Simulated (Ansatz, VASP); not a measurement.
**Two plane-wave programs on Au**

```
Au
1.0
     0.00000    0.00000   -4.88309
    -4.37822   -2.52777    0.00000
     0.00000    5.05554    0.00000
Au
6
Direct
  0.75000 0.66667 0.66667
  0.75000 0.00000 0.33333
  0.75000 0.33333 0.00000
  0.25000 0.33333 0.33333
  0.25000 0.66667 0.00000
  0.25000 0.00000 0.66667
```

Alike in both runs: functional PBE; k mesh 8 × 12 × 12; occupations gaussian, width 0.1 eV; no spin polarisation.

Ansatz relaxed the structure, and its values are those at the end. VASP's run is a single point on that final structure, the one shown.

|  | VASP | Ansatz |
| --- | --- | --- |
| version | VASP 6.6.1 | Ansatz 0.2.0 |
| potentials or method | VASP PAW PBE potentials, release 64 (Au), cutoff 520 eV | scalar-relativistic, plane waves, PAW |
| valence electrons in the cell | 66 | 114 |

|  | VASP | Ansatz | Ansatz less VASP |
| --- | --- | --- | --- |
| gap on the k mesh at the Fermi level (eV) | none | none | - |
| pressure (GPa) | -0.4 | -0.1 | +0.29 |

A gap of «none» marks a metal or a gap that the smearing closes. The functional is the same, so the differences come from potentials, cutoffs and numerics. VASP's potentials hold 66 valence electrons a cell and Ansatz's 114, so a difference there can come from the potentials and not from the codes.

Neither program's run includes spin-orbit coupling.
